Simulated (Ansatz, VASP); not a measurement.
**Pd in VASP and in Ansatz**

File INCAR:

```
SYSTEM = Pd
ALGO = Normal ; EDIFF = 1E-7
ENCUT = 520 ; GGA = PE
ISIF = 2 ; ISMEAR = 0
LASPH = .TRUE. ; LCHARG = .FALSE.
LREAL = .FALSE. ; LWAVE = .FALSE.
NBANDS = 11 ; NELM = 80
PREC = Accurate ; SIGMA = 0.15
```

Contents of KPOINTS:

```
k-points
0
G
  20 20 20
  0 0 0
```

File POSCAR:

```
Pd
1.0
    0.0000000000      1.8962775000      1.9935225000
    1.8962775000      0.0000000000      1.9935225000
    1.8962775000      1.8962775000      0.0000000000
Pd
1
Direct
    0.0000000000      0.0000000000      0.0000000000
```

Input for Ansatz:

```yaml
crystal:
  lattice:
    - [0.0, 1.8962775, 1.9935225]
    - [1.8962775, 0.0, 1.9935225]
    - [1.8962775, 1.8962775, 0.0]
  atoms:
    - { symbol: Pd, position: [0.0, 0.0, 0.0] }
basis:
  ecutwfc: 420
kpoints:
  mp_grid: { grid: [20, 20, 20] }
hamiltonian:
  xc: pbe
scf:
  occupations: { method: gaussian, width: 0.15 }
output:
  forces: true
  stress: true
  eigenvalues: true
  write_density: true
  write_potential: true
  elf: true
  volumetric_format: npy
```

Change from the starting cell: strain -0.025 along x and y, +0.025 along z, atoms carried along.

Alike in both runs: task single point; functional PBE; k mesh 20 × 20 × 20; occupations gaussian, width 0.15 eV; no spin polarisation.

|  | VASP | Ansatz |
| --- | --- | --- |
| version | VASP 6.6.1 | Ansatz 0.2.0 |
| potentials or method | VASP PAW PBE potentials, release 64 (Pd), cutoff 520 eV | scalar-relativistic, plane waves, PAW |
| valence electrons in the cell | 10 | 18 |

|  | VASP | Ansatz | Ansatz less VASP |
| --- | --- | --- | --- |
| gap on the k mesh at the Fermi level (eV) | none | none | - |
| pressure (GPa) | 13.3 | 13.7 | +0.40 |
| traceless stress, the component that is largest in VASP (GPa) | -2.56 | -2.61 | -0.044 |

A gap of «none» marks a metal or a gap that the smearing closes. The functional is the same, so the differences come from potentials, cutoffs and numerics. VASP's potentials hold 10 valence electrons a cell and Ansatz's 18, so a difference there can come from the potentials and not from the codes.
